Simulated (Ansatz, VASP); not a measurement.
GaSb: VASP beside Ansatz

POSCAR

```
GaSb
1.0
    0.0000000000      2.9060500000      2.9825250000
    2.9060500000      0.0000000000      2.9825250000
    2.9060500000      2.9060500000      0.0000000000
Ga Sb
1 1
Direct
    0.0000000000      0.0000000000      0.0000000000
    0.7500000000      0.7500000000      0.7500000000
```

The input INCAR.step1:

```
ALGO     = Normal         # electronic algorithm
EDIFF    = 1E-4           # SCF threshold, eV
ENCUT    = 520            # plane-wave cutoff, eV
GGA      = PE             # functional
ISMEAR   = 0              # smearing method
LASPH    = T              # aspherical terms in the spheres
LCHARG   = F              # write CHGCAR
LREAL    = F              # projectors in reciprocal space
LWAVE    = T              # write WAVECAR
NBANDS   = 16             # bands
NELM     = 100            # most SCF steps
PREC     = Accurate       # precision mode
SIGMA    = 0.05           # smearing width, eV
```

The input INCAR.step2:

```
ALGO     = Normal         # electronic algorithm
EDIFF    = 1E-6           # SCF threshold, eV
ENCUT    = 520            # plane-wave cutoff, eV
ISIF     = 2              # what is computed and relaxed
ISMEAR   = 0              # smearing method
ISTART   = 1            
LASPH    = T              # aspherical terms in the spheres
LCHARG   = F              # write CHGCAR
LMIXTAU  = T            
LREAL    = F              # projectors in reciprocal space
LWAVE    = F              # write WAVECAR
METAGGA  = R2SCAN         # meta-GGA
NBANDS   = 16             # bands
NELM     = 100            # most SCF steps
PREC     = Accurate       # precision mode
SIGMA    = 0.05           # smearing width, eV
```

Contents of KPOINTS:

```
k-points
0
Gamma
  10 10 10
```

Input for Ansatz:

```yaml
crystal:
  lattice:
    - [0.0, 2.90605, 2.982525]
    - [2.90605, 0.0, 2.982525]
    - [2.90605, 2.90605, 0.0]
  atoms:
    - { symbol: Ga, position: [0.0, 0.0, 0.0] }
    - { symbol: Sb, position: [0.75, 0.75, 0.75] }
basis:
  ecutwfc: 500
kpoints:
  mp_grid: { grid: [10, 10, 10] }
hamiltonian:
  xc: r2scan
scf:
  occupations: { method: gaussian, width: 0.05 }
output:
  forces: true
  stress: true
  eigenvalues: true
  write_density: true
  write_potential: true
  elf: true
  volumetric_format: npy
```

Change from the starting cell: strain -0.050 along x and y, -0.025 along z, atoms carried along.

Alike in both runs: task single point; functional r2SCAN; k mesh 10 × 10 × 10; occupations gaussian, width 0.05 eV; no spin polarisation.

|  | VASP | Ansatz |
| --- | --- | --- |
| version | VASP 6.6.1 | Ansatz 0.2.0 |
| potentials or method | VASP PAW PBE potentials, release 64 (Ga_d, Sb), cutoff 520 eV | scalar-relativistic, plane waves, PAW |
| valence electrons in the cell | 18 | 28 |

|  | VASP | Ansatz | Ansatz less VASP |
| --- | --- | --- | --- |
| gap on the k mesh at the Fermi level (eV) | 0.73 | 0.75 | +0.018 |
| least direct gap on the mesh (eV) | 1.40 | 1.41 | +0.015 |
| pressure (GPa) | 10.0 | 9.9 | -0.12 |
| traceless stress, the component that is largest in VASP (GPa) | -0.93 | -0.93 | +0.003 |

VASP's potentials were made for PBE, not for r2SCAN. With one functional, cell and mesh, what is left measures potentials, basis and numerics. VASP's potentials hold 18 valence electrons a cell and Ansatz's 28, so a difference there can come from the potentials and not from the codes.

Neither program's run includes spin-orbit coupling.
